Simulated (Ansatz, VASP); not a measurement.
## One calculation of LiBe, two programs

INCAR

```
SYSTEM = LiBe
  PREC = Accurate
  ENCUT = 600
  EDIFF = 1E-6
  ISMEAR = 0
  SIGMA = 0.1
  LREAL = .False.
  LASPH = .True.
  NELM = 60
  ALGO = Normal
  ISIF = 3
  LWAVE = .False.
  LCHARG = .False.
  GGA = PE
  IBRION = 2
  NSW = 90
  EDIFFG = -0.04
```

KPOINTS

```
Automatic mesh
0
Gamma
  6 6 4
  0 0 0
```

POSCAR

```
LiBe
1.0
    3.0541166215      0.0000000000      0.0000000000
    1.1222185513      3.1541840801      0.0000000000
   -1.6495605480      2.2303615058      4.9673161122
Li Be
2 2
Direct
    0.7619945254      0.0807107879      0.0195376508
    0.9025744725      0.4050909513      0.2568082408
    0.4777326837      0.4701645104      0.5803093053
    0.4866417575      0.7933863114      0.3105415322
```

Input for Ansatz:

```yaml
crystal:
  lattice:
    - [3.0541166215, 0.0, 0.0]
    - [1.1222185513, 3.1541840801, 0.0]
    - [-1.649560548, 2.2303615058, 4.9673161122]
  atoms:
    - { symbol: Li, position: [0.7619945254, 0.0807107879, 0.0195376508] }
    - { symbol: Li, position: [0.9025744725, 0.4050909513, 0.2568082408] }
    - { symbol: Be, position: [0.4777326837, 0.4701645104, 0.5803093053] }
    - { symbol: Be, position: [0.4866417575, 0.7933863114, 0.3105415322] }
basis:
  ecutwfc: 420
kpoints:
  mp_grid: { grid: [6, 6, 4] }
hamiltonian:
  xc: pbe
scf:
  occupations: { method: gaussian, width: 0.1 }
  lower_state_search: "off"
output:
  forces: true
  stress: true
  eigenvalues: true
relax:
  adjacent_minimum: "off"
  f_tol: 0.04
  max_steps: 70
  cell: { stress_tol: 0.4 }
```

Alike in both runs: task relaxation of cell and atoms; functional PBE; k mesh 6 × 6 × 4; occupations gaussian, width 0.1 eV; no spin polarisation.

|  | VASP | Ansatz |
| --- | --- | --- |
| version | VASP 6.6.1 | Ansatz 0.2.0 |
| potentials or method | VASP PAW PBE potentials, release 64 (Li_sv, Be), cutoff 600 eV | scalar-relativistic, plane waves, PAW |
| valence electrons in the cell | 10 | 10 |

VASP gave:

```
gap on the k mesh at the Fermi level, each at its own relaxed structure (eV) : none
relaxed volume (Å³/atom)                                                     : 10.57
relaxed length of the cell vector where the two differ most in proportion (Å)              : 3.636
```

Q: What did Ansatz give for the same quantities?

A: gap on the k mesh at the Fermi level, each at its own relaxed structure (eV): none; relaxed volume (Å³/atom): 10.98; relaxed length of the cell vector where the two differ most in proportion (Å): 3.776.

A gap of «none» marks a metal or a gap that the smearing closes.

The k mesh is coarse, so the values compare programs but aren't converged. Noted on VASP's run: the cutoff is under 1.25 times that of the potentials, so the pressure is a little rough.
